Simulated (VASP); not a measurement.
# Ba (Im-3m) in VASP: notebook

Runs on Ba. Level: PBE. Tasks: single point, relaxation of cell and atoms.

All numbers are computed with VASP 6.6.1; they aren't measurements. Logs are shortened: lines on timing, memory, paths and dates and some standing lists are left out, and cuts for length are marked.

### 1 The cell of the first run

The structure is cubic, space group Im-3m (No. 229). Conventional cell: a = 5.013 Å, b = 5.013 Å, c = 5.013 Å, α = 90.00°, β = 90.00°, γ = 90.00°. Ba (site symmetry m-3m) has 14 Ba at 4.34 to 5.01 Å within 5.7 Å.

### 2 Single point, PBE

Input file INCAR:

```
PREC = Accurate
ENCUT = 520
EDIFF = 1E-7
ISMEAR = 0
SIGMA = 0.05
LREAL = F
LASPH = T
NELM = 60
ALGO = Normal
ISIF = 2
LWAVE = F
LCHARG = F
GGA = PE
NBANDS = 11
```

Input file KPOINTS:

```
regular mesh
0
Gamma
  13 13 13
```

Input file POSCAR:

```
Ba
1.0
   -2.5065000000      2.5065000000      2.5065000000
    2.5065000000     -2.5065000000      2.5065000000
    2.5065000000      2.5065000000     -2.5065000000
Ba
1
Direct
    0.0000000000      0.0000000000      0.0000000000
```

Potentials or basis: VASP PAW PBE potentials, release 64 (Ba_sv).

The run is started by

```bash
$ cat potpaw_PBE.64/Ba_sv/POTCAR > POTCAR
$ mpirun -np 1 vasp_std > vasp.out
```

OUTCAR:

```text
PREC = Accurate
   ENCUT = 520
   EDIFF = 1E-7
   ISMEAR = 0
   LREAL = F
   LASPH = T
   NELM = 60
   ISIF = 2
   GGA = PE

 ion  position               nearest neighbor table
   1  0.000  0.000  0.000-

  LATTYP: Found a body centered cubic cell.
 ALAT       =     5.0130000000

  Lattice vectors:

 A1 = (  -2.5065000000,   2.5065000000,   2.5065000000)
 A2 = (   2.5065000000,  -2.5065000000,   2.5065000000)
 A3 = (   2.5065000000,   2.5065000000,  -2.5065000000)

Analysis of symmetry for initial positions (statically):
=====================================================================
 Subroutine PRICEL returns:
 Original cell was already a primitive cell.

 Routine SETGRP: Setting up the symmetry group for a
 body centered cubic supercell.

 Subroutine GETGRP returns: Found 48 space group operations
 (whereof 48 operations were pure point group operations)
 out of a pool of 48 trial point group operations.

The static configuration has the point symmetry O_h .

Analysis of symmetry for dynamics (positions and initial velocities):
=====================================================================
 Subroutine PRICEL returns:
 Original cell was already a primitive cell.

 Routine SETGRP: Setting up the symmetry group for a
 body centered cubic supercell.

 Subroutine GETGRP returns: Found 48 space group operations
 (whereof 48 operations were pure point group operations)
 out of a pool of 48 trial point group operations.

The dynamic configuration has the point symmetry O_h .

 Subroutine INISYM returns: Found 48 space group operations
 (whereof 48 operations are pure point group operations),
 and found     1 'primitive' translations

----------------------------------------------------------------------------------------

                                     Primitive cell

  volume of cell :      62.9888

  direct lattice vectors                    reciprocal lattice vectors
    -2.506500000  2.506500000  2.506500000     0.000000000  0.199481348  0.199481348
     2.506500000 -2.506500000  2.506500000     0.199481348  0.000000000  0.199481348
     2.506500000  2.506500000 -2.506500000     0.199481348  0.199481348  0.000000000

  length of vectors
     4.341385349  4.341385349  4.341385349     0.282109228  0.282109228  0.282109228

  position of ions in fractional coordinates (direct lattice)
     0.000000000  0.000000000  0.000000000

  ion indices of the primitive-cell ions
   primitive index   ion index
                 1           1

----------------------------------------------------------------------------------------

 KPOINTS: regular mesh

Automatic generation of k-mesh.
 Grid dimensions read from file:
 generate k-points for:   13   13   13

 Generating k-lattice:

  Cartesian coordinates                     Fractional coordinates (reciprocal lattice)
     0.000000000  0.015344719  0.015344719     0.076923077  0.000000000  0.000000000
     0.015344719  0.000000000  0.015344719     0.000000000  0.076923077  0.000000000
     0.015344719  0.015344719  0.000000000     0.000000000  0.000000000  0.076923077

  Length of vectors
     0.021700710  0.021700710  0.021700710

  Shift w.r.t. Gamma in fractional coordinates (k-lattice)
     0.000000000  0.000000000  0.000000000

 Subroutine IBZKPT returns following result:
 ===========================================

 Found     84 irreducible k-points:

 Following reciprocal coordinates:
            Coordinates               Weight
  0.000000  0.000000  0.000000      1.000000
  0.076923  0.000000  0.000000     12.000000
  0.153846  0.000000  0.000000     12.000000
  0.230769  0.000000  0.000000     12.000000
  0.307692  0.000000  0.000000     12.000000
  0.384615  0.000000  0.000000     12.000000
[... 16 lines left out ...]
  0.153846  0.076923  0.076923     24.000000
  0.230769  0.076923  0.076923     24.000000
 [... further k-points ...]
   k-points           NKPTS =     84   k-points in BZ     NKDIM =     84   number of bands    NBANDS=     11
   number of dos      NEDOS =    301   number of ions     NIONS =      1
   total plane-waves  NPLWV =  32768
   dimension x,y,z NGX =    32 NGY =   32 NGZ =   32
   dimension x,y,z NGXF=    64 NGYF=   64 NGZF=   64
   ions per type =               1
   NGX,Y,Z   is equivalent  to a cutoff of  12.25, 12.25, 12.25 a.u.
   NGXF,Y,Z  is equivalent  to a cutoff of  24.51, 24.51, 24.51 a.u.
 SYSTEM =  unknown system
   PREC   = accura    normal or accurate (medium, high low for compatibility)
   ISTART =      0    job   : 0-new  1-cont  2-samecut
   ICHARG =      2    charge: 1-file 2-atom 10-const
   ISPIN  =      1    spin polarized calculation?
   LNONCOLLINEAR =      F non collinear calculations
   LSORBIT =      F    spin-orbit coupling
   LASPH  =      T    aspherical Exc in radial PAW
   ENCUT  =  520.0 eV  38.22 Ry    6.18 a.u.   8.07  8.07  8.07*2*pi/ulx,y,z
   NELM   =     60;   NELMIN=  2; NELMDL= -5     # of ELM steps
   EDIFF  = 0.1E-06   stopping-criterion for ELM
   LREAL  =      F    real-space projection
   EDIFFG = 0.1E-05   stopping-criterion for IOM
   NSW    =      0    number of steps for IOM
   IBRION =     -1    ionic relax: 0-MD 1-quasi-New 2-CG
   NFREE  =      0    steps in history (QN), initial steepest desc. (CG)
   ISIF   =      2    stress and relaxation
   ISYM   =      2    0-nonsym 1-usesym 2-fastsym
   POTIM  = 0.5000    time-step for ionic-motion
   TEBEG  =    0.0;   TEEND  =   0.0 temperature during run
   PSTRESS=    0.0 pullay stress
   NELECT =      10.0000    total number of electrons
   NUPDOWN=      -1.0000    fix difference up-down
   EMIN   =  10.00;   EMAX   =-10.00  energy-range for DOS
   EFERMI =   0.00;   METHOD = LEGACY
   ISMEAR =     0;   SIGMA  =   0.05  broadening in eV -4-tet -1-fermi 0-gaus
   EFERMI_NEDOS =   21; number of points for ismear=-14 and -15
   IALGO  =     38    algorithm
   IMIX   =      4    mixing-type and parameters
     AMIX     =   0.40;   BMIX     =  1.00
     AMIX_MAG =   1.60;   BMIX_MAG =  1.00
  volume/ion in A,a.u.               =      62.99       425.07
  Fermi-wavevector in a.u.,A,eV,Ry     =   0.886449  1.675146 10.691349  0.785792
  Thomas-Fermi vector in A             =   2.007617
   LORBIT       =      0    0 simple, 1 ext, 2 COOP (PROOUT), +10 PAW based schemes
   GGA     = PE    functional components
   LHFCALC =     F    Hartree Fock is set to
   AEXX    =    0.0000 exact exchange contribution
   IVDW    =     0    specifies the selected vdW correction
   LEPSILON=     F    determine dielectric tensor
   LRPA    =     F    only Hartree local field effects (RPA)
 non-spin polarized calculation
 Gauss-broadening in eV      SIGMA  =   0.05
  energy-cutoff  :      520.00
  volume of cell :       62.99
 maximum number of plane-waves:      1721
   NGX = 17   NGY = 17   NGZ = 17

 number of electron      10.0000000 magnetization

 number of electron       9.9999999 magnetization

 Free energy of the ion-electron system (eV)
  ---------------------------------------------------
  ext. energy  EPLUGINS =         0.00000000
  ---------------------------------------------------
  free energy    TOTEN  =        -1.90801575 eV

  energy without entropy =       -1.90598404  energy(sigma->0) =       -1.90699989

 E-fermi :   1.6247     XC(G=0):  -7.4096

 val. band max:        1.6233839370   @ k =  -0.3846   0.3846   0.3077
 cond. band min:       1.6692683520   @ k =   0.3077   0.3077   0.0000
 fundamental gap:      0.0458844150
 Fermi energy:         1.6247098160

 k-point     1 :       0.0000    0.0000    0.0000
  band No.  band energies     occupation
      1     -27.2378      2.00000
      2     -12.1871      2.00000
      3     -12.1871      2.00000
      4     -12.1871      2.00000
      5      -1.1039      2.00000
      6       3.4774      0.00000
      7       3.4774      0.00000
      8       3.4774      0.00000
      9       4.8790      0.00000
     10       4.8790      0.00000
     11       8.5823      0.00000

 k-point     2 :       0.0769    0.0000    0.0000
  band No.  band energies     occupation
      1     -27.2353      2.00000
      2     -12.2155      2.00000
      3     -12.1958      2.00000
      4     -12.1873      2.00000
      5      -0.9927      2.00000
      6       3.3854      0.00000
      7       3.4300      0.00000
      8       3.5904      0.00000
      9       4.7261      0.00000
     10       4.8713      0.00000
     11       8.7102      0.00000

 k-point     3 :       0.1538    0.0000    0.0000
  band No.  band energies     occupation
      1     -27.2285      2.00000
      2     -12.2926      2.00000
      3     -12.2198      2.00000
      4     -12.1878      2.00000
      5      -0.6778      2.00000
      6       3.1565      0.00000
      7       3.2233      0.00000
      8       3.9245      0.00000
      9       4.5517      0.00000
     10       4.8694      0.00000
     11       8.9906      0.00000

 k-point     4 :       0.2308    0.0000    0.0000
  band No.  band energies     occupation
      1     -27.2188      2.00000
      2     -12.3980      2.00000
      3     -12.2532      2.00000
      4     -12.1885      2.00000
      5      -0.2184      2.00000
      6       2.8813      0.00000
      7       2.8856      0.00000
      8       4.4646      0.00000
      9       4.5997      0.00000
     10       4.9151      0.00000
     11       8.9974      0.00000
[... 239 lines left out ...]
 k-point    22 :       0.0769    0.0769    0.0769
  band No.  band energies     occupation
      1     -27.2245      2.00000
      2     -12.3448      2.00000
      3     -12.2071      2.00000
      4     -12.2071      2.00000
      5      -0.4797      2.00000
      6       2.9970      0.00000
      7       2.9970      0.00000
      8       4.2635      0.00000
      9       4.7421      0.00000
     10       4.7421      0.00000
     11       9.0014      0.00000

 k-point    23 :       0.1538    0.0769    0.0769
  band No.  band energies     occupation
      1     -27.2158      2.00000
      2     -12.4328      2.00000
      3     -12.2426      2.00000
      4     -12.2097      2.00000
      5      -0.0310      2.00000
      6       2.7020      0.00000
      7       2.7243      0.00000
      8       4.7185      0.00000
      9       4.8615      0.00000
     10       4.9368      0.00000
     11       9.2469      0.00000

 k-point    24 :       0.2308    0.0769    0.0769
  band No.  band energies     occupation
      1     -27.2065      2.00000
      2     -12.5165      2.00000
      3     -12.2874      2.00000
      4     -12.2125      2.00000
      5       0.4679      2.00000
      6       2.4842      0.00000
      7       2.5026      0.00000
      8       4.8429      0.00000
      9       5.1130      0.00000
     10       5.5688      0.00000
     11       8.7237      0.00000

 [... further k-points ...]
[... 5 lines left out ...]
  --------------------------------------------------------------------------------------
  -------------------------------------------------------------------------------------
  Total        0.0383997      0.0383997      0.0383997      0.0000000      0.0000000     -0.0000000
  in kB        0.9767330      0.9767330      0.9767330      0.0000000      0.0000000     -0.0000000
  external PRESSURE =       0.9767330 kB  Pullay stress =       0.0000000 kB

 VOLUME and BASIS-vectors are now :
 -----------------------------------------------------------------------------
  energy-cutoff  :      520.00
  volume of cell :       62.99
      direct lattice vectors                 reciprocal lattice vectors
    -2.506500000  2.506500000  2.506500000     0.000000000  0.199481348  0.199481348
     2.506500000 -2.506500000  2.506500000     0.199481348  0.000000000  0.199481348
     2.506500000  2.506500000 -2.506500000     0.199481348  0.199481348  0.000000000

 POSITION                                       TOTAL-FORCE (eV/Angst)
 -----------------------------------------------------------------------------------
      0.00000      0.00000      0.00000         0.000000     -0.000000      0.000000
 -----------------------------------------------------------------------------------
    total drift:                                0.000000     -0.000000     -0.000000

  FREE ENERGIE OF THE ION-ELECTRON SYSTEM (eV)
  ---------------------------------------------------
  free  energy   TOTEN  =        -1.9080157473 eV

  energy  without entropy=       -1.9059840397  energy(sigma->0) =       -1.90699989
```

It took 12 s on 1 thread of Intel Xeon 6975P-C (Granite Rapids), shared host; peak memory 0.2 GiB.

Results:

```
Free energy            : -1.9080 eV
Pressure               : 0.1 GPa
Band gap on the k mesh : zero (band 5 reaches 2.14 eV, above the bottom of band 6 at 1.14 eV)
```

Caveat: spin-orbit coupling is left out, which moves the levels of the heavy elements.

### 3 Relaxation of cell and atoms, PBE

Input file INCAR:

```
SYSTEM = Ba
PREC = Accurate ; ENCUT = 600
EDIFF = 1E-7 ; ISMEAR = 0
SIGMA = 0.05 ; LREAL = .False.
LASPH = .True. ; NELM = 100
ALGO = Normal ; ISIF = 3
LWAVE = .False. ; LCHARG = .False.
GGA = PE ; IBRION = 2
NSW = 80 ; EDIFFG = -0.03
```

Input file KPOINTS:

```
regular mesh
0
Gamma
  13 13 13
  0 0 0
```

POSCAR is that of step 2.

Potentials or basis: VASP PAW PBE potentials, release 64 (Ba_sv).

The run is started by

```bash
$ cat potpaw_PBE.64/Ba_sv/POTCAR > POTCAR
$ mpirun -np 1 vasp_std > vasp.out
```

OUTCAR:

```text
SYSTEM = Ba
   PREC = Accurate
   ENCUT = 600
   EDIFF = 1E-7
   ISMEAR = 0
   LREAL = .False.
   LASPH = .True.
   NELM = 100
   ISIF = 3
   GGA = PE
   IBRION = 2
   NSW = 80
   EDIFFG = -0.03

 ion  position               nearest neighbor table
   1  0.000  0.000  0.000-

  LATTYP: Found a body centered cubic cell.
 ALAT       =     5.0130000000

  Lattice vectors:

 A1 = (  -2.5065000000,   2.5065000000,   2.5065000000)
 A2 = (   2.5065000000,  -2.5065000000,   2.5065000000)
[... 507 lines left out ...]
      3     -12.3166      2.00000
      4     -12.2429      2.00000
      5       0.4462      2.00000
      6       2.4627      0.00000
      7       2.4836      0.00000
      8       4.8107      0.00000
      9       5.0797      0.00000

 [... further k-points ...]
[... 5 lines left out ...]
  --------------------------------------------------------------------------------------
  -------------------------------------------------------------------------------------
  Total        0.0197408      0.0197408      0.0197408      0.0000000      0.0000000      0.0000000
  in kB        0.4993763      0.4993763      0.4993763      0.0000000      0.0000000      0.0000000
  external PRESSURE =       0.4993763 kB  Pullay stress =       0.0000000 kB

 VOLUME and BASIS-vectors are now :
 -----------------------------------------------------------------------------
  energy-cutoff  :      600.00
  volume of cell :       63.34
      direct lattice vectors                 reciprocal lattice vectors
    -2.511091361  2.511091361  2.511091361     0.000000000  0.199116610  0.199116610
     2.511091361 -2.511091361  2.511091361     0.199116610  0.000000000  0.199116610
     2.511091361  2.511091361 -2.511091361     0.199116610  0.199116610  0.000000000

 POSITION                                       TOTAL-FORCE (eV/Angst)
 -----------------------------------------------------------------------------------
      0.00000     -0.00000      0.00000        -0.000000     -0.000000     -0.000000
 -----------------------------------------------------------------------------------
    total drift:                               -0.000000      0.000000      0.000000

  FREE ENERGIE OF THE ION-ELECTRON SYSTEM (eV)
  ---------------------------------------------------
  free  energy   TOTEN  =        -1.9082671356 eV

  energy  without entropy=       -1.9062629826  energy(sigma->0) =       -1.90726506

 reached required accuracy - stopping structural energy minimisation
```

OSZICAR:

```text
N       E                     dE             d eps       ncg     rms          rms(c)
DAV:   1     0.637507512358E+02    0.63751E+02   -0.46822E+03  1512   0.103E+03
DAV:   2     0.668230568463E+00   -0.63083E+02   -0.61946E+02  1882   0.157E+02
DAV:   3    -0.183726125722E+01   -0.25055E+01   -0.24936E+01  1839   0.384E+01
[... 14 lines left out ...]
DAV:   5    -0.190826614491E+01   -0.12098E-04   -0.26838E-05  1760   0.480E-02    0.705E-03
DAV:   6    -0.190826658438E+01   -0.43947E-06   -0.19476E-06  1852   0.102E-02    0.392E-03
DAV:   7    -0.190826698282E+01   -0.39844E-06   -0.25043E-07  1698   0.586E-03    0.789E-04
DAV:   8    -0.190826713882E+01   -0.15600E-06   -0.63249E-09   841   0.884E-04    0.285E-04
DAV:   9    -0.190826713559E+01    0.32283E-08   -0.73264E-09   808   0.106E-03
   2 F= -.19082671E+01 E0= -.19072651E+01  d E =-.160158E-03
```

Wall time 27 s (1 thread of Intel Xeon 6975P-C (Granite Rapids), shared host); peak memory 0.24 GiB.

What came out:

| Item | Value |
| --- | --- |
| Free energy | -1.9083 eV |
| Relaxed volume | 63.34 Å³/atom |
| Relaxed cell | a = 4.349 Å, b = 4.349 Å, c = 4.349 Å, α = 109.47°, β = 109.47°, γ = 109.47° |
| Space group after relaxing (to 0.05 Å) | Im-3m (No. 229) |
| Energy gained by relaxing | 0.2 meV/atom |
| Ionic steps | 2 |
| Pressure after relaxing | 0.0 GPa |
| Band gap on the k mesh | zero (band 5 reaches 2.12 eV, above the bottom of band 6 at 1.13 eV) |

Step by step:
```
step  energy change (eV)  largest force (eV/Å)  pressure (GPa)  volume (Å³)
   1              0.0000                0.0000            0.10        62.99
   2             -0.0002                0.0000            0.05        63.34
```

Final structure:
```yaml
crystal:
  lattice:
    - [-2.51109, 2.51109, 2.51109]
    - [2.51109, -2.51109, 2.51109]
    - [2.51109, 2.51109, -2.51109]
  atoms:
    - { symbol: Ba, position: [0.00000, 0.00000, 0.00000] }
```

Levels at points of the mesh, in eV from the Fermi level:
| k point | band 3 | band 4 | band 5 | band 6 | band 7 | band 8 |
| --- | --- | --- | --- | --- | --- | --- |
| (0.00, 0.00, 0.00) | -13.83 | -13.83 | -2.73 | 1.85 | 1.85 | 1.85 |

Caveat: spin-orbit coupling is left out, which moves the levels of the heavy elements.
